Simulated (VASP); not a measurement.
# WSe2 in VASP: notebook

WSe2 is run at these levels: PBE+D3(BJ); tasks: single point.

All numbers are computed with VASP 6.6.1; they aren't measurements. Logs are shortened: lines on timing, memory, paths and dates and some standing lists are left out, and cuts for length are marked.

### Step 1. The cell of the first run

The cell holds a slab with vacuum, 6 atoms: a = 3.285 Å, b = 3.285 Å, c = 24.239 Å, α = 90.00°, β = 90.00°, γ = 120.00°.

### Step 2. Single point, PBE+D3(BJ) (layers slid over each other)

INCAR

```
PREC     = Accurate       # precision mode
ENCUT    = 520            # plane-wave cutoff, eV
EDIFF    = 1E-6           # SCF threshold, eV
ISMEAR   = 0              # smearing method
SIGMA    = 0.05           # smearing width, eV
LREAL    = False          # projectors in reciprocal space
LASPH    = True           # aspherical terms in the spheres
NELM     = 60             # most SCF steps
ALGO     = Normal         # electronic algorithm
ISIF     = 2              # what is computed and relaxed
LWAVE    = False          # write WAVECAR
LCHARG   = True           # write CHGCAR
LDIPOL   = True         
IDIPOL   = 3            
DIPOL    = 0.5 0.5 0.407
GGA      = PE             # functional
IVDW     = 12             # dispersion correction
LELF     = True           # ELF
LVHAR    = True         
LVACPOTAV= True         
NBANDS   = 35             # bands
```

KPOINTS

```
Automatic mesh
0
Gamma
  9 9 1
```

POSCAR

```
WSe2
1.0
    3.2854929709      0.0000000000      0.0000000000
   -1.6427464855      2.8453203767      0.0000000000
    0.0000000000      0.0000000000     24.2386466774
Se W
4 2
Direct
    0.3333333333      0.6666666667      0.1856539294
    0.3333333333      0.6666666667      0.3246601777
    0.7777777778      0.2222222222      0.4900984571
    0.7777777778      0.2222222222      0.6291047054
    0.6666666667      0.3333333333      0.2551570536
    1.1111111111     -0.1111111111      0.5596015813
```

Potentials or basis: VASP PAW PBE potentials, release 64 (Se, W_sv).

Command:

```sh
$ cat potpaw_PBE.64/Se/POTCAR potpaw_PBE.64/W_sv/POTCAR > POTCAR
$ mpirun -np 1 vasp_std > vasp.out
```

OUTCAR:

```text
PREC = Accurate
   ENCUT = 520
   EDIFF = 1E-6
   ISMEAR = 0
   LREAL = False
   LASPH = True
   NELM = 60
   ISIF = 2
   GGA = PE
   IVDW = 12
 IVDW          = 12

 ion  position               nearest neighbor table
   1  0.333  0.667  0.186-   5 2.54   5 2.54   5 2.54
   2  0.333  0.667  0.325-   5 2.54   5 2.54   5 2.54
   3  0.778  0.222  0.490-   6 2.54   6 2.54   6 2.54
   4  0.778  0.222  0.629-   6 2.54   6 2.54   6 2.54
   5  0.667  0.333  0.255-   2 2.54   2 2.54   2 2.54   1 2.54   1 2.54   1 2.54
   6  0.111  0.889  0.560-   4 2.54   4 2.54   4 2.54   3 2.54   3 2.54   3 2.54

  LATTYP: Found a hexagonal cell.
 ALAT       =     3.2854929709
 C/A-ratio  =     7.3774763459

  Lattice vectors:

 A1 = (   3.2854929709,   0.0000000000,   0.0000000000)
 A2 = (  -1.6427464855,   2.8453203767,   0.0000000000)
 A3 = (   0.0000000000,   0.0000000000,  24.2386466774)

Analysis of symmetry for initial positions (statically):
=====================================================================
 Subroutine PRICEL returns:
 Original cell was already a primitive cell.

 Routine SETGRP: Setting up the symmetry group for a
 hexagonal supercell.

 Subroutine GETGRP returns: Found  2 space group operations
 (whereof  2 operations were pure point group operations)
 out of a pool of 24 trial point group operations.

The static configuration has the point symmetry C_1h.

Analysis of symmetry for dynamics (positions and initial velocities):
=====================================================================
 Subroutine PRICEL returns:
 Original cell was already a primitive cell.

 Routine SETGRP: Setting up the symmetry group for a
 hexagonal supercell.

 Subroutine GETGRP returns: Found  2 space group operations
 (whereof  2 operations were pure point group operations)
 out of a pool of 24 trial point group operations.

The dynamic configuration has the point symmetry C_1h.

 Subroutine INISYM returns: Found  2 space group operations
 (whereof  2 operations are pure point group operations),
 and found     1 'primitive' translations

----------------------------------------------------------------------------------------

                                     Primitive cell

  volume of cell :     226.5897

  direct lattice vectors                    reciprocal lattice vectors
     3.285492971  0.000000000  0.000000000     0.304368327  0.175727136  0.000000000
    -1.642746486  2.845320377  0.000000000     0.000000000  0.351454271  0.000000000
     0.000000000  0.000000000 24.238646677     0.000000000  0.000000000  0.041256429

  length of vectors
     3.285492971  3.285492971 24.238646677     0.351454271  0.351454271  0.041256429

  position of ions in fractional coordinates (direct lattice)
     0.333333333  0.666666667  0.185653929
     0.333333333  0.666666667  0.324660178
     0.777777778  0.222222222  0.490098457
     0.777777778  0.222222222  0.629104705
     0.666666667  0.333333333  0.255157054
     0.111111111  0.888888889  0.559601581

  ion indices of the primitive-cell ions
   primitive index   ion index
                 1           1
                 2           2
                 3           3
                 4           4
                 5           5
                 6           6

----------------------------------------------------------------------------------------

 KPOINTS: Automatic mesh

Automatic generation of k-mesh.
 Grid dimensions read from file:
 generate k-points for:    9    9    1

 Generating k-lattice:

  Cartesian coordinates                     Fractional coordinates (reciprocal lattice)
     0.033818703  0.019525237  0.000000000     0.111111111  0.000000000  0.000000000
     0.000000000  0.039050475  0.000000000     0.000000000  0.111111111  0.000000000
     0.000000000  0.000000000  0.041256429     0.000000000  0.000000000  1.000000000

  Length of vectors
     0.039050475  0.039050475  0.041256429

  Shift w.r.t. Gamma in fractional coordinates (k-lattice)
     0.000000000  0.000000000  0.000000000

 Subroutine IBZKPT returns following result:
 ===========================================

 Found     25 irreducible k-points:

 Following reciprocal coordinates:
            Coordinates               Weight
  0.000000  0.000000  0.000000      1.000000
  0.111111 -0.000000  0.000000      4.000000
 -0.111111  0.111111  0.000000      2.000000
  0.222222  0.000000  0.000000      4.000000
 -0.222222  0.222222  0.000000      2.000000
  0.333333 -0.000000  0.000000      4.000000
[... 16 lines left out ...]
 -0.222222 -0.444444  0.000000      4.000000
  0.444444  0.333333  0.000000      4.000000
   k-points           NKPTS =     25   k-points in BZ     NKDIM =     25   number of bands    NBANDS=     35
   number of dos      NEDOS =    301   number of ions     NIONS =      6
   total plane-waves  NPLWV = 103680
   dimension x,y,z NGX =    24 NGY =   24 NGZ =  180
   dimension x,y,z NGXF=    48 NGYF=   48 NGZF=  360
   ions per type =               4   2
   NGX,Y,Z   is equivalent  to a cutoff of  12.14, 12.14, 12.35 a.u.
   NGXF,Y,Z  is equivalent  to a cutoff of  24.29, 24.29, 24.69 a.u.
 SYSTEM =  unknown system
   PREC   = accura    normal or accurate (medium, high low for compatibility)
   ISTART =      0    job   : 0-new  1-cont  2-samecut
   ICHARG =      2    charge: 1-file 2-atom 10-const
   ISPIN  =      1    spin polarized calculation?
   LNONCOLLINEAR =      F non collinear calculations
   LSORBIT =      F    spin-orbit coupling
   LASPH  =      T    aspherical Exc in radial PAW
   ENCUT  =  520.0 eV  38.22 Ry    6.18 a.u.   6.11  6.11 45.07*2*pi/ulx,y,z
   NELM   =     60;   NELMIN=  2; NELMDL= -5     # of ELM steps
   EDIFF  = 0.1E-05   stopping-criterion for ELM
   LREAL  =      F    real-space projection
   EDIFFG = 0.1E-04   stopping-criterion for IOM
   NSW    =      0    number of steps for IOM
   IBRION =     -1    ionic relax: 0-MD 1-quasi-New 2-CG
   NFREE  =      0    steps in history (QN), initial steepest desc. (CG)
   ISIF   =      2    stress and relaxation
   ISYM   =      2    0-nonsym 1-usesym 2-fastsym
   POTIM  = 0.5000    time-step for ionic-motion
   TEBEG  =    0.0;   TEEND  =   0.0 temperature during run
   PSTRESS=    0.0 pullay stress
   NELECT =      52.0000    total number of electrons
   NUPDOWN=      -1.0000    fix difference up-down
   EMIN   =  10.00;   EMAX   =-10.00  energy-range for DOS
   EFERMI =   0.00;   METHOD = LEGACY
   ISMEAR =     0;   SIGMA  =   0.05  broadening in eV -4-tet -1-fermi 0-gaus
   EFERMI_NEDOS =   21; number of points for ismear=-14 and -15
   IALGO  =     38    algorithm
   IMIX   =      4    mixing-type and parameters
     AMIX     =   0.40;   BMIX     =  1.00
     AMIX_MAG =   1.60;   BMIX_MAG =  1.00
  volume/ion in A,a.u.               =      37.76       254.85
  Fermi-wavevector in a.u.,A,eV,Ry     =   1.002296  1.894064 13.668371  1.004597
  Thomas-Fermi vector in A             =   2.134774
   LORBIT       =      0    0 simple, 1 ext, 2 COOP (PROOUT), +10 PAW based schemes
   GGA     = PE    functional components
   LHFCALC =     F    Hartree Fock is set to
   AEXX    =    0.0000 exact exchange contribution
   IVDW    =    12    specifies the selected vdW correction
   LEPSILON=     F    determine dielectric tensor
   LRPA    =     F    only Hartree local field effects (RPA)
 non-spin polarized calculation
 Gauss-broadening in eV      SIGMA  =   0.05
  energy-cutoff  :      520.00
  volume of cell :      226.59
 maximum number of plane-waves:      6144
   NGX = 13   NGY = 13   NGZ = 91

 dipolmoment           0.000000      0.000000     -0.000044 electrons x Angstroem

 number of electron      51.9999997 magnetization

 dipolmoment           0.000000      0.000000      0.000192 electrons x Angstroem

 Free energy of the ion-electron system (eV)
  ---------------------------------------------------
  ext. energy  EPLUGINS =         0.00000000
  ---------------------------------------------------
  free energy    TOTEN  =       -43.22406020 eV

  energy without entropy =      -43.22406020  energy(sigma->0) =      -43.22406020

 E-fermi :   1.1812     XC(G=0):  -6.3219

 val. band max:        0.8616659794   @ k =   0.3333   0.3333   0.0000
 cond. band min:       2.4676727684   @ k =  -0.1111   0.3333   0.0000
 fundamental gap:      1.6060067890
 Fermi energy:         1.1811887537

 k-point     1 :       0.0000    0.0000    0.0000
  band No.  band energies     occupation
      1     -73.1836      2.00000
      2     -73.1803      2.00000
      3     -37.4290      2.00000
      4     -37.4256      2.00000
      5     -37.2951      2.00000
      6     -37.2950      2.00000
[... 27 lines left out ...]
     34       4.0202      0.00000
     35       5.1532      0.00000

 k-point     2 :       0.1111   -0.0000    0.0000
  band No.  band energies     occupation
      1     -73.1824      2.00000
      2     -73.1791      2.00000
      3     -37.4237      2.00000
      4     -37.4203      2.00000
      5     -37.3228      2.00000
      6     -37.3196      2.00000
[... 27 lines left out ...]
     34       4.1552      0.00000
     35       5.5878      0.00000

 k-point     3 :      -0.1111    0.1111    0.0000
  band No.  band energies     occupation
      1     -73.1824      2.00000
      2     -73.1791      2.00000
      3     -37.4237      2.00000
      4     -37.4203      2.00000
      5     -37.3228      2.00000
      6     -37.3196      2.00000
[... 27 lines left out ...]
     34       4.1639      0.00000
     35       5.5866      0.00000

 k-point     4 :       0.2222    0.0000    0.0000
  band No.  band energies     occupation
      1     -73.1793      2.00000
      2     -73.1760      2.00000
      3     -37.4104      2.00000
      4     -37.4070      2.00000
      5     -37.3925      2.00000
      6     -37.3893      2.00000
[... 27 lines left out ...]
     34       4.7132      0.00000
     35       6.2501      0.00000

 k-point     5 :      -0.2222    0.2222    0.0000
  band No.  band energies     occupation
      1     -73.1793      2.00000
      2     -73.1760      2.00000
      3     -37.4104      2.00000
      4     -37.4070      2.00000
      5     -37.3925      2.00000
      6     -37.3892      2.00000
[... 638 lines left out ...]
 k-point    22 :       0.3333    0.2222    0.0000
  band No.  band energies     occupation
      1     -73.1725      2.00000
      2     -73.1692      2.00000
      3     -37.4935      2.00000
      4     -37.4902      2.00000
      5     -37.4051      2.00000
      6     -37.4018      2.00000
[... 27 lines left out ...]
     34       5.5199      0.00000
     35       6.3583      0.00000

 k-point    23 :      -0.2222   -0.4444    0.0000
  band No.  band energies     occupation
      1     -73.1725      2.00000
      2     -73.1692      2.00000
      3     -37.4934      2.00000
      4     -37.4902      2.00000
      5     -37.4051      2.00000
      6     -37.4019      2.00000
[... 27 lines left out ...]
     34       5.5393      0.00000
     35       6.3665      0.00000

 k-point    24 :       0.4444    0.3333    0.0000
  band No.  band energies     occupation
      1     -73.1725      2.00000
      2     -73.1692      2.00000
      3     -37.4934      2.00000
      4     -37.4901      2.00000
      5     -37.4052      2.00000
      6     -37.4019      2.00000
[... 27 lines left out ...]
     34       5.6074      0.00000
     35       6.2174      0.00000

 [... further k-points ...]

------------------------ aborting loop because EDIFF is reached ----------------------------------------

 Edisp (eV)   -2.23946

 E8    (eV) :    -1.0306

  FORCE on cell =-STRESS in cart. coord.  units (eV):
  Direction    XX          YY          ZZ          XY          YZ          ZX
  --------------------------------------------------------------------------------------
  -------------------------------------------------------------------------------------
  Total       0.01650     0.02883    -0.40603     0.01068     0.00482    -0.00835
  in kB       0.11665     0.20384    -2.87096     0.07551     0.03408    -0.05903
  external pressure =       -0.85 kB  Pullay stress =        0.00 kB

 VOLUME and BASIS-vectors are now :
 -----------------------------------------------------------------------------
  energy-cutoff  :      520.00
  volume of cell :      226.59
      direct lattice vectors                 reciprocal lattice vectors
     3.285492971  0.000000000  0.000000000     0.304368327  0.175727136  0.000000000
    -1.642746486  2.845320377  0.000000000     0.000000000  0.351454271  0.000000000
     0.000000000  0.000000000 24.238646677     0.000000000  0.000000000  0.041256429

 POSITION                                       TOTAL-FORCE (eV/Angst)
 -----------------------------------------------------------------------------------
     -0.00000      1.89688      4.50000        -0.000347      0.000200     -0.040476
     -0.00000      1.89688      7.86932         0.002001     -0.001155      0.136941
      2.19033      0.63229     11.87932        -0.000689      0.000398     -0.136168
      2.19033      0.63229     15.24865        -0.000333      0.000192      0.040901
      1.64275      0.94844      6.18466         0.000117     -0.000068      0.032094
     -1.09516      2.52917     13.56399        -0.000750      0.000433     -0.033291
 -----------------------------------------------------------------------------------
    total drift:                               -0.000228      0.000131     -0.000302

  FREE ENERGIE OF THE ION-ELECTRON SYSTEM (eV)
  ---------------------------------------------------
  free  energy   TOTEN  =       -45.4635208031 eV

  energy  without entropy=      -45.4635208031  energy(sigma->0) =      -45.46352080

 vacuum level on the upper side and lower side of the slab         5.921         5.917
```

It took 6.5 min on 1 thread of Intel Xeon 8259CL, shared host; peak memory 0.42 GiB.

Results:

```
Free energy                : -45.4635 eV
Largest force              : 0.137 eV/Å
Band gap on the k mesh     : 1.61 eV (least direct gap 1.66 eV)
Dispersion energy per atom : -0.373 eV
```

Forces on the atoms (eV/Å):
```
Se   0.000  0.000 -0.040
Se   0.002 -0.001  0.137
Se  -0.001  0.000 -0.136
Se   0.000  0.000  0.041
W    0.000  0.000  0.032
W   -0.001  0.000 -0.033
```

Caveat: the cell differs from its parent crystal (layers slid over each other); spin-orbit coupling is left out, which moves the levels of the heavy elements.

### Step 3. Single point, PBE+D3(BJ) (layers slid over each other)

INCAR

```
  PREC = Accurate
  ENCUT = 520
  EDIFF = 1E-7
  ISMEAR = 0
  SIGMA = 0.05
  LREAL = F
  LASPH = T
  NELM = 100
  ALGO = Normal
  ISIF = 2
  LWAVE = F
  LCHARG = F
  LDIPOL = T
  IDIPOL = 3
  DIPOL = 0.5 0.5 0.383
  GGA = PE
  IVDW = 12
  NBANDS = 35
```

KPOINTS

```
regular mesh
0
Gamma
  9 9 1
```

POSCAR

```
WSe2
1.0
    3.2854929709      0.0000000000      0.0000000000
   -1.6427464855      2.8453203767      0.0000000000
    0.0000000000      0.0000000000     24.2386466774
Se W
4 2
Direct
    0.3333333333      0.6666666667      0.1856539294
    0.3333333333      0.6666666667      0.3246601777
    1.2222222222     -0.2222222222      0.4405907426
    1.2222222222     -0.2222222222      0.5795969909
    0.6666666667      0.3333333333      0.2551570536
    1.5555555556     -0.5555555556      0.5100938667
```

Potentials or basis: VASP PAW PBE potentials, release 64 (Se, W_sv).

Command:

```sh
$ cat potpaw_PBE.64/Se/POTCAR potpaw_PBE.64/W_sv/POTCAR > POTCAR
$ mpirun -np 1 vasp_std > vasp.out
```

OUTCAR:

```text
PREC = Accurate
   ENCUT = 520
   EDIFF = 1E-7
   ISMEAR = 0
   LREAL = F
   LASPH = T
   NELM = 100
   ISIF = 2
   GGA = PE
   IVDW = 12
 IVDW          = 12

 ion  position               nearest neighbor table
   1  0.333  0.667  0.186-   5 2.54   5 2.54   5 2.54
   2  0.333  0.667  0.325-   5 2.54   5 2.54   5 2.54
   3  0.222  0.778  0.441-   6 2.54   6 2.54   6 2.54
   4  0.222  0.778  0.580-   6 2.54   6 2.54   6 2.54
   5  0.667  0.333  0.255-   2 2.54   2 2.54   2 2.54   1 2.54   1 2.54   1 2.54
   6  0.556  0.444  0.510-   3 2.54   3 2.54   3 2.54   4 2.54   4 2.54   4 2.54
[... 1128 lines left out ...]
  -------------------------------------------------------------------------------------
  Total       0.35015     0.18414     4.04008    -0.14377     0.77086    -1.33518
  in kB       2.47587     1.30200    28.56674    -1.01660     5.45065    -9.44081
  external pressure =       10.78 kB  Pullay stress =        0.00 kB

 VOLUME and BASIS-vectors are now :
 -----------------------------------------------------------------------------
  energy-cutoff  :      520.00
  volume of cell :      226.59
      direct lattice vectors                 reciprocal lattice vectors
     3.285492971  0.000000000  0.000000000     0.304368327  0.175727136  0.000000000
    -1.642746486  2.845320377  0.000000000     0.000000000  0.351454271  0.000000000
     0.000000000  0.000000000 24.238646677     0.000000000  0.000000000  0.041256429

 POSITION                                       TOTAL-FORCE (eV/Angst)
 -----------------------------------------------------------------------------------
     -0.00000      1.89688      4.50000         0.000782     -0.000451     -0.054310
     -0.00000      1.89688      7.86932         0.333287     -0.192423     -0.983314
     -0.54758      2.21303     10.67932        -0.337416      0.194807      0.975842
     -0.54758      2.21303     14.04865         0.009604     -0.005545      0.050828
      1.64275      0.94844      6.18466         0.067124     -0.038754     -0.129153
      1.09516      1.26459     12.36399        -0.073379      0.042366      0.140106
 -----------------------------------------------------------------------------------
    total drift:                                0.000051     -0.000029     -0.000317

  FREE ENERGIE OF THE ION-ELECTRON SYSTEM (eV)
  ---------------------------------------------------
  free  energy   TOTEN  =       -45.1902734091 eV

  energy  without entropy=      -45.1902734091  energy(sigma->0) =      -45.19027341

 vacuum level on the upper side and lower side of the slab         5.875         5.889
```

stdout:

```text
POSCAR found type information on POSCAR SeW
 POSCAR found :  2 types and       6 ions
 scaLAPACK will be used
 LDA part: xc-table for (Slater+PW92), standard interpolation
 POSCAR, INCAR and KPOINTS ok, starting setup
 FFT: planning ... GRIDC
 FFT: planning ... GRID_SOFT
 FFT: planning ... GRID
 WAVECAR not read
 entering main loop
```

It took 8.5 min on 1 thread of Intel Xeon 8259CL, shared host; peak memory 0.42 GiB.

Results:

| Item | Value |
| --- | --- |
| Free energy | -45.1903 eV |
| Largest force | 1.056 eV/Å |
| Band gap on the k mesh | 0.87 eV (least direct gap 1.59 eV) |
| Dispersion energy per atom | -0.412 eV |

Forces in eV/Å, atoms in the order of the input:
```
Se   0.001  0.000 -0.054
Se   0.333 -0.192 -0.983
Se  -0.337  0.195  0.976
Se   0.010 -0.006  0.051
W    0.067 -0.039 -0.129
W   -0.073  0.042  0.140
```

Levels at points of the mesh, in eV from the valence-band top:
```csv
k point,band 24,band 25,band 26,band 27,band 28,band 29
"(0.00, 0.00, 0.00)",-1.70,-1.19,0.00,2.19,2.30,2.44
```

Caveat: the cell differs from its parent crystal (layers slid over each other); spin-orbit coupling is left out, which moves the levels of the heavy elements.
